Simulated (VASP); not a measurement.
Runs of VASP 6.6.1 on BAs. The structure is that of space group F-43m (No. 216), or close to it. The cells are those of the table. 

```csv
task,cell,k mesh,cutoff (eV),smearing,gap on the mesh (eV),pressure (GPa)
relaxation of cell and atoms,"relaxed to 16 GPa from a = 3.401 Å, angles 60.0°, 2 atoms",10 × 10 × 10,500,gaussian 0.01 eV,(a),16.0
single point,"a = 3.220 Å, angles 60.0°, 2 atoms",10 × 10 × 10,500,gaussian 0.01 eV,1.02,31.3
single point,"a = 3.510 Å, angles 60.0°, 2 atoms",10 × 10 × 10,520,gaussian 0.02 eV,1.29,-9.9
single point,"a = 3.434 Å, angles 60.0°, 2 atoms",10 × 10 × 10,520,gaussian 0.02 eV,(b),-3.1
single point,"a = 3.400 Å, angles 60.0°, 2 atoms",12 × 12 × 12,520,gaussian 0.05 eV,1.20,0.6
single point,"a = 3.331 Å, angles 60.0°, 2 atoms",10 × 10 × 10,520,gaussian 0.02 eV,1.13,(c)
relaxation of cell and atoms,"relaxed to 4 GPa from a = 3.401 Å, angles 60.0°, 2 atoms",10 × 10 × 10,600,gaussian 0.01 eV,1.17,4.0
single point,"a = 3.401 Å, angles 60.0°, 2 atoms",10 × 10 × 10,520,gaussian 0.01 eV,1.20,0.6
relaxation of cell and atoms,"relaxed to 30 GPa from a = 3.401 Å, angles 60.0°, 2 atoms",10 × 10 × 10,600,gaussian 0.01 eV,1.02,30.0
```

Alike in all rows: level PBE; potentials or basis VASP PAW PBE potentials, release 64 (B, As); no spin polarisation.

Q: Estimate the missing entries.

A: (a) 1.10; (b) 1.23; (c) 10.1.

Caveats: the cell is relaxed towards a set pressure, so the enthalpy falls and the energy may rise (some runs).

A k mesh can miss the band edges, and the runs leave out spin-orbit coupling on As.
